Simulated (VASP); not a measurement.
# In27SbAs26 (a cell with a defect) in VASP: notebook

Runs on In27SbAs26 (a cell with a defect). Level: PBE. Tasks: electric field gradients.

Program: VASP 6.6.1. These are calculated values, not measurements. Logs are shortened: lines on timing, memory, paths and dates and some standing lists are left out, and cuts for length are marked.

### 1 The cell of the first run

The cell holds a defect, 54 atoms: a = 12.804 Å, b = 12.804 Å, c = 12.804 Å, α = 60.00°, β = 60.00°, γ = 60.00°.

### 2 Electric field gradients, PBE

INCAR reads:

```
SYSTEM = In27SbAs26
PREC = Accurate
ENCUT = 520
EDIFF = 1E-8
ISMEAR = -1
SIGMA = 0.01
LREAL = Auto
LASPH = .TRUE.
NELM = 60
ALGO = Normal
ISIF = 2
LWAVE = .FALSE.
LCHARG = .FALSE.
GGA = PE
LEFG = .TRUE.
NBANDS = 276
LUSENCCL = .FALSE.
```

KPOINTS reads:

```
Automatic mesh
0
G
  2 2 2
  0 0 0
```

POSCAR reads:

```
In27SbAs26
1.0
    0.0000000000      9.0540000000      9.0540000000
    9.0540000000      0.0000000000      9.0540000000
    9.0540000000      9.0540000000      0.0000000000
In Sb As
27 1 26
Direct
    0.0000000000      0.0000000000      0.0000000000
    0.0000000000      0.0000000000      0.3333333333
    0.0000000000      0.0000000000      0.6666666667
    0.0000000000      0.3333333333      0.0000000000
    0.0000000000      0.3333333333      0.3333333333
    0.0000000000      0.3333333333      0.6666666667
    0.0000000000      0.6666666667      0.0000000000
    0.0000000000      0.6666666667      0.3333333333
    0.0000000000      0.6666666667      0.6666666667
    0.3333333333      0.0000000000      0.0000000000
    0.3333333333      0.0000000000      0.3333333333
    0.3333333333      0.0000000000      0.6666666667
    0.3333333333      0.3333333333      0.0000000000
    0.3333333333      0.3333333333      0.3333333333
    0.3333333333      0.3333333333      0.6666666667
    0.3333333333      0.6666666667      0.0000000000
    0.3333333333      0.6666666667      0.3333333333
    0.3333333333      0.6666666667      0.6666666667
    0.6666666667      0.0000000000      0.0000000000
    0.6666666667      0.0000000000      0.3333333333
    0.6666666667      0.0000000000      0.6666666667
    0.6666666667      0.3333333333      0.0000000000
    0.6666666667      0.3333333333      0.3333333333
    0.6666666667      0.3333333333      0.6666666667
    0.6666666667      0.6666666667      0.0000000000
    0.6666666667      0.6666666667      0.3333333333
    0.6666666667      0.6666666667      0.6666666667
    0.0833333333      0.0833333333      0.0833333333
    0.0833333333      0.0833333333      0.4166666667
    0.0833333333      0.0833333333      0.7500000000
    0.0833333333      0.4166666667      0.0833333333
    0.0833333333      0.4166666667      0.4166666667
    0.0833333333      0.4166666667      0.7500000000
    0.0833333333      0.7500000000      0.0833333333
    0.0833333333      0.7500000000      0.4166666667
    0.0833333333      0.7500000000      0.7500000000
    0.4166666667      0.0833333333      0.0833333333
    0.4166666667      0.0833333333      0.4166666667
    0.4166666667      0.0833333333      0.7500000000
    0.4166666667      0.4166666667      0.0833333333
    0.4166666667      0.4166666667      0.4166666667
    0.4166666667      0.4166666667      0.7500000000
    0.4166666667      0.7500000000      0.0833333333
    0.4166666667      0.7500000000      0.4166666667
    0.4166666667      0.7500000000      0.7500000000
    0.7500000000      0.0833333333      0.0833333333
    0.7500000000      0.0833333333      0.4166666667
    0.7500000000      0.0833333333      0.7500000000
    0.7500000000      0.4166666667      0.0833333333
    0.7500000000      0.4166666667      0.4166666667
    0.7500000000      0.4166666667      0.7500000000
    0.7500000000      0.7500000000      0.0833333333
    0.7500000000      0.7500000000      0.4166666667
    0.7500000000      0.7500000000      0.7500000000
```

Potentials or basis: VASP PAW PBE potentials, release 64 (In_d, Sb, As).

Command:

```sh
$ cat potpaw_PBE.64/In_d/POTCAR potpaw_PBE.64/Sb/POTCAR potpaw_PBE.64/As/POTCAR > POTCAR
$ mpirun -np 1 vasp_std > vasp.out
```

OUTCAR:

```text
SYSTEM = In27SbAs26
   PREC = Accurate
   ENCUT = 520
   EDIFF = 1E-8
   ISMEAR = -1
   LREAL = Auto
   LASPH = .TRUE.
   NELM = 60
   ISIF = 2
   GGA = PE

 ion  position               nearest neighbor table
   1  0.000  0.000  0.000-  28 2.61  30 2.61  34 2.61  46 2.61
   2  0.000  0.000  0.333-  28 2.61  29 2.61  35 2.61  47 2.61
   3  0.000  0.000  0.667-  30 2.61  29 2.61  36 2.61  48 2.61
   4  0.000  0.333  0.000-  28 2.61  31 2.61  33 2.61  49 2.61
   5  0.000  0.333  0.333-  50 2.61  31 2.61  29 2.61  32 2.61
   6  0.000  0.333  0.667-  30 2.61  32 2.61  33 2.61  51 2.61
[... 46 lines left out ...]
  53  0.750  0.750  0.417-   8 2.61  20 2.61  26 2.61  27 2.61
  54  0.750  0.750  0.750-  27 2.61  21 2.61  25 2.61   9 2.61

  LATTYP: Found a face centered cubic cell.
 ALAT       =    18.1080000000

  Lattice vectors:

 A1 = (   0.0000000000,   9.0540000000,   9.0540000000)
 A2 = (   9.0540000000,   0.0000000000,   9.0540000000)
 A3 = (   9.0540000000,   9.0540000000,   0.0000000000)

Analysis of symmetry for initial positions (statically):
=====================================================================
 Subroutine PRICEL returns:
 Original cell was already a primitive cell.

 Routine SETGRP: Setting up the symmetry group for a
 face centered cubic supercell.

 Subroutine GETGRP returns: Found 24 space group operations
 (whereof  6 operations were pure point group operations)
 out of a pool of 48 trial point group operations.

The static configuration has the point symmetry C_3v.
 The point group associated with its full space group is T_d .

Analysis of symmetry for dynamics (positions and initial velocities):
=====================================================================
 Subroutine PRICEL returns:
 Original cell was already a primitive cell.

 Routine SETGRP: Setting up the symmetry group for a
 face centered cubic supercell.

 Subroutine GETGRP returns: Found 24 space group operations
 (whereof  6 operations were pure point group operations)
 out of a pool of 48 trial point group operations.

The dynamic configuration has the point symmetry C_3v.
 The point group associated with its full space group is T_d .

 Subroutine INISYM returns: Found 24 space group operations
 (whereof  6 operations are pure point group operations),
 and found     1 'primitive' translations

----------------------------------------------------------------------------------------

                                     Primitive cell

  volume of cell :    1484.4018

  direct lattice vectors                    reciprocal lattice vectors
     0.000000000  9.054000000  9.054000000    -0.055224210  0.055224210  0.055224210
     9.054000000  0.000000000  9.054000000     0.055224210 -0.055224210  0.055224210
     9.054000000  9.054000000  0.000000000     0.055224210  0.055224210 -0.055224210

  length of vectors
    12.804289594 12.804289594 12.804289594     0.095651138  0.095651138  0.095651138

  position of ions in fractional coordinates (direct lattice)
     0.000000000  0.000000000  0.000000000
     0.000000000  0.000000000  0.333333333
     0.000000000  0.000000000  0.666666667
     0.000000000  0.333333333  0.000000000
     0.000000000  0.333333333  0.333333333
     0.000000000  0.333333333  0.666666667
[... 46 lines left out ...]
     0.750000000  0.750000000  0.416666667
     0.750000000  0.750000000  0.750000000

  ion indices of the primitive-cell ions
   primitive index   ion index
                 1           1
                 2           2
                 3           3
                 4           4
                 5           5
                 6           6
[... 46 lines left out ...]
                53          53
                54          54

[... 56 lines left out ...]
   ISYM   =      2    0-nonsym 1-usesym 2-fastsym
   POTIM  = 0.5000    time-step for ionic-motion
   TEBEG  =    0.0;   TEEND  =   0.0 temperature during run
   PSTRESS=    0.0 pullay stress
   NELECT =     486.0000    total number of electrons
   NUPDOWN=      -1.0000    fix difference up-down
   EMIN   =  10.00;   EMAX   =-10.00  energy-range for DOS
   EFERMI =   0.00;   METHOD = LEGACY
   ISMEAR =    -1;   SIGMA  =   0.01  broadening in eV -4-tet -1-fermi 0-gaus
   EFERMI_NEDOS =   21; number of points for ismear=-14 and -15
   IALGO  =     38    algorithm
   IMIX   =      4    mixing-type and parameters
     AMIX     =   0.40;   BMIX     =  1.00
     AMIX_MAG =   1.60;   BMIX_MAG =  1.00
  volume/ion in A,a.u.               =      27.49       185.50
  Fermi-wavevector in a.u.,A,eV,Ry     =   1.128331  2.132236 17.321990  1.273130
  Thomas-Fermi vector in A             =   2.265020
   LORBIT       =      0    0 simple, 1 ext, 2 COOP (PROOUT), +10 PAW based schemes
   GGA     = PE    functional components
   LHFCALC =     F    Hartree Fock is set to
   AEXX    =    0.0000 exact exchange contribution
   IVDW    =     0    specifies the selected vdW correction
   LEPSILON=     F    determine dielectric tensor
   LRPA    =     F    only Hartree local field effects (RPA)
 non-spin polarized calculation
  energy-cutoff  :      520.00
  volume of cell :     1484.40
 maximum number of plane-waves:     40026
 NGX is ok and might be reduce to    96
   NGX = 47   NGY = 47   NGZ = 47

 number of electron     485.9999757 magnetization

 Free energy of the ion-electron system (eV)
  ---------------------------------------------------
  ext. energy  EPLUGINS =         0.00000000
  ---------------------------------------------------
  free energy    TOTEN  =      -204.86498200 eV

  energy without entropy =     -204.86020811  energy(sigma->0) =     -204.86259505

 E-fermi :   4.6911     XC(G=0):  -9.1332

 val. band max:        4.6841715772   @ k =   0.0000   0.0000   0.0000
 cond. band min:       5.6413762207   @ k =   0.5000   0.0000   0.0000
 fundamental gap:      0.9572046435
 Fermi energy:         4.6911029375

 k-point     1 :       0.0000    0.0000    0.0000
  band No.  band energies     occupation
      1     -10.0434      2.00000
      2      -9.9289      2.00000
      3      -9.9289      2.00000
      4      -9.9238      2.00000
      5      -9.9238      2.00000
      6      -9.9238      2.00000
[... 763 lines left out ...]
    254       6.8952      0.00000
    255       6.8952      0.00000
 [bands above 255 left out]

------------------------ aborting loop because EDIFF is reached ----------------------------------------

  FORCE on cell =-STRESS in cart. coord.  units (eV):
  Direction    XX          YY          ZZ          XY          YZ          ZX
  --------------------------------------------------------------------------------------
  -------------------------------------------------------------------------------------
  Total       46.9702030     46.9702030     46.9702030     -0.0000000     -0.0000000      0.0000000
  in kB       50.6969175     50.6969175     50.6969175     -0.0000000     -0.0000000      0.0000000
  external PRESSURE =      50.6969175 kB  Pullay stress =       0.0000000 kB

 VOLUME and BASIS-vectors are now :
 -----------------------------------------------------------------------------
  energy-cutoff  :      520.00
  volume of cell :     1484.40
      direct lattice vectors                 reciprocal lattice vectors
     0.000000000  9.054000000  9.054000000    -0.055224210  0.055224210  0.055224210
     9.054000000  0.000000000  9.054000000     0.055224210 -0.055224210  0.055224210
     9.054000000  9.054000000  0.000000000     0.055224210  0.055224210 -0.055224210

 POSITION                                       TOTAL-FORCE (eV/Angst)
 -----------------------------------------------------------------------------------
      0.00000      0.00000      0.00000        -0.797027     -0.797027     -0.797027
      3.01800      3.01800      0.00000         0.797027      0.797027     -0.797027
      6.03600      6.03600      0.00000         0.000000     -0.000000      0.012101
      3.01800      0.00000      3.01800         0.797027     -0.797027      0.797027
      6.03600      3.01800      3.01800         0.003075     -0.003326     -0.003326
      9.05400      6.03600      3.01800         0.003326     -0.003075     -0.003326
[... 46 lines left out ...]
     10.56300     10.56300     13.58100         0.000000     -0.000000     -0.000133
     13.58100     13.58100     13.58100        -0.001190     -0.001190     -0.001190
 -----------------------------------------------------------------------------------
    total drift:                               -0.000013     -0.000013     -0.000016

  FREE ENERGIE OF THE ION-ELECTRON SYSTEM (eV)
  ---------------------------------------------------
  free  energy   TOTEN  =      -204.8649819956 eV

  energy  without entropy=     -204.8602081136  energy(sigma->0) =     -204.86259505

 Electric field gradients (V/A^2)
---------------------------------------------------------------------
 ion       V_xx      V_yy      V_zz      V_xy      V_xz      V_yz
---------------------------------------------------------------------
   1      -0.000    -0.000    -0.000   -23.913   -23.913   -23.913
   2      -0.000    -0.000     0.000   -23.913    23.913    23.913
   3       0.084     0.084    -0.167    -0.310    -0.000    -0.000
   4      -0.000     0.000    -0.000    23.913   -23.913    23.913
   5      -0.340     0.170     0.170     0.031     0.031    -0.303
   6       0.170    -0.340     0.170     0.031     0.303    -0.031
[... 46 lines left out ...]
  53      -0.019    -0.019     0.038    -0.259     0.000     0.000
  54       0.000     0.000     0.000    -0.079    -0.079    -0.079
---------------------------------------------------------------------

 Electric field gradients after diagonalization (V/A^2)
 (convention: |V_zz| > |V_xx| > |V_yy|)
----------------------------------------------------------------------
 ion       V_xx      V_yy      V_zz     asymmetry (V_yy - V_xx)/ V_zz
----------------------------------------------------------------------
   1      23.913    23.913   -47.826       0.000
   2      23.913    23.913   -47.826       0.000
   3      -0.226    -0.167     0.394       0.151
   4      23.913    23.913   -47.826       0.000
   5      -0.349    -0.124     0.473       0.475
   6      -0.349    -0.124     0.473       0.475
[... 46 lines left out ...]
  53       0.240     0.038    -0.278       0.726
  54       0.079     0.079    -0.157       0.000
----------------------------------------------------------------------

           NMR quadrupolar parameters

 Cq : quadrupolar parameter    Cq=e*Q*V_zz/h
 eta: asymmetry parameters     (V_yy - V_xx)/ V_zz
 Q  : nuclear electric quadrupole moment in mb (millibarn)
----------------------------------------------------------------------
 ion       Cq(MHz)       eta       Q (mb)
----------------------------------------------------------------------
   1      -0.116       0.000       1.000
   2      -0.116       0.000       1.000
   3       0.001       0.151       1.000
   4      -0.116       0.000       1.000
   5       0.001       0.475       1.000
   6       0.001       0.475       1.000
[... 46 lines left out ...]
  53      -0.001       0.726       1.000
  54      -0.000       0.000       1.000
----------------------------------------------------------------------
```

It took 2.4 min on 1 × NVIDIA H100 80GB with 1 thread of AMD EPYC 7R13 (Zen 3), shared host; peak memory 2.5 GiB.

Results:

| Quantity | Value |
| --- | --- |
| Free energy | -204.8650 eV |
| Pressure | 5.1 GPa |
| Largest force | 1.380 eV/Å |
| Band gap on the k mesh | zero (filled and empty bands touch) |
| Largest electric field gradient by atom | In -47.8, +0.4, +0.5, +0.0, -0.1 (each value once); Sb -0.0; As -3.4, -0.4, -0.2, -0.3 (each value once) V/Å² |

Forces on the atoms (eV/Å):
```
In  -0.797 -0.797 -0.797
In   0.797  0.797 -0.797
In   0.000  0.000  0.012
In   0.797 -0.797  0.797
In   0.003 -0.003 -0.003
In   0.003 -0.003 -0.003
In   0.000  0.012  0.000
In   0.003 -0.003 -0.003
In  -0.012  0.000  0.000
In  -0.797  0.797  0.797
In  -0.003  0.003 -0.003
In  -0.003  0.003 -0.003
In  -0.003 -0.003  0.003
In   0.000  0.000  0.000
In   0.003  0.003  0.003
In  -0.003 -0.003  0.003
In   0.003  0.003  0.003
In   0.001 -0.001 -0.001
In   0.012  0.000  0.000
In  -0.003  0.003 -0.003
In   0.000 -0.012  0.000
In  -0.003 -0.003  0.003
In   0.003  0.003  0.003
In  -0.001  0.001 -0.001
In   0.000  0.000 -0.012
In  -0.001 -0.001  0.001
In   0.001  0.001  0.001
Sb   0.000  0.000  0.000
As   0.024  0.024 -0.028
As  -0.024 -0.024 -0.028
As   0.024 -0.028  0.024
As  -0.002  0.002  0.002
As   0.028 -0.024  0.024
As  -0.024 -0.028 -0.024
As   0.028  0.024 -0.024
As  -0.001  0.001  0.001
As  -0.028  0.024  0.024
As   0.002 -0.002  0.002
As  -0.024  0.028  0.024
As   0.002  0.002 -0.002
As  -0.002 -0.002 -0.002
As   0.000  0.000  0.000
As  -0.024  0.024  0.028
As   0.000  0.000  0.000
As   0.000  0.000  0.000
As  -0.028 -0.024 -0.024
As   0.024  0.028 -0.024
As   0.001 -0.001  0.001
As   0.024 -0.024  0.028
As   0.000  0.000  0.000
As   0.000  0.000  0.000
As   0.001  0.001 -0.001
As   0.000  0.000  0.000
As  -0.001 -0.001 -0.001
```

Electric field gradients, principal values (V/Å²):
```
 atom   least  middle  greatest (by size)
 1 In  23.913  23.913             -47.826
 2 In  23.913  23.913             -47.826
 3 In  -0.167  -0.226               0.394
 4 In  23.913  23.913             -47.826
 5 In  -0.124  -0.349               0.473
 6 In  -0.124  -0.349               0.473
 7 In  -0.167  -0.226               0.394
 8 In  -0.124  -0.349               0.473
 9 In  -0.167  -0.226               0.394
10 In  23.913  23.913             -47.826
11 In  -0.124  -0.349               0.473
12 In  -0.124  -0.349               0.473
13 In  -0.124  -0.349               0.473
14 In   0.000   0.000               0.000
15 In  -0.124  -0.349               0.473
16 In  -0.124  -0.349               0.473
17 In  -0.124  -0.349               0.473
18 In   0.044   0.044              -0.088
19 In  -0.167  -0.226               0.394
20 In  -0.124  -0.349               0.473
21 In  -0.167  -0.226               0.394
22 In  -0.124  -0.349               0.473
23 In  -0.124  -0.349               0.473
24 In   0.044   0.044              -0.088
25 In  -0.167  -0.226               0.394
26 In   0.044   0.044              -0.088
27 In   0.044   0.044              -0.088
28 Sb   0.000   0.000               0.000
29 As   1.368   2.062              -3.430
30 As   1.368   2.062              -3.430
31 As   1.368   2.062              -3.430
32 As   0.209   0.209              -0.419
33 As   1.369   2.062              -3.431
34 As   1.368   2.062              -3.430
35 As   1.369   2.062              -3.431
36 As   0.079   0.079              -0.158
37 As   1.368   2.062              -3.430
38 As   0.209   0.209              -0.419
39 As   1.369   2.062              -3.431
40 As   0.209   0.209              -0.419
41 As   0.209   0.209              -0.418
42 As   0.038   0.240              -0.278
43 As   1.369   2.062              -3.431
44 As   0.038   0.240              -0.278
45 As   0.038   0.240              -0.278
46 As   1.368   2.062              -3.430
47 As   1.369   2.062              -3.431
48 As   0.079   0.079              -0.158
49 As   1.369   2.062              -3.431
50 As   0.038   0.240              -0.278
51 As   0.038   0.240              -0.278
52 As   0.079   0.079              -0.158
53 As   0.038   0.240              -0.278
54 As   0.079   0.079              -0.157
```

Caveat: without QUAD_EFG the Cq values of the log hold for a quadrupole moment of 1 mb, not for the nuclei; spin-orbit coupling is left out, which moves the levels of the heavy elements.

(Continued in part 2 of 2.)

The gap in the log of VASP goes by the Fermi energy; the results here count the filled bands.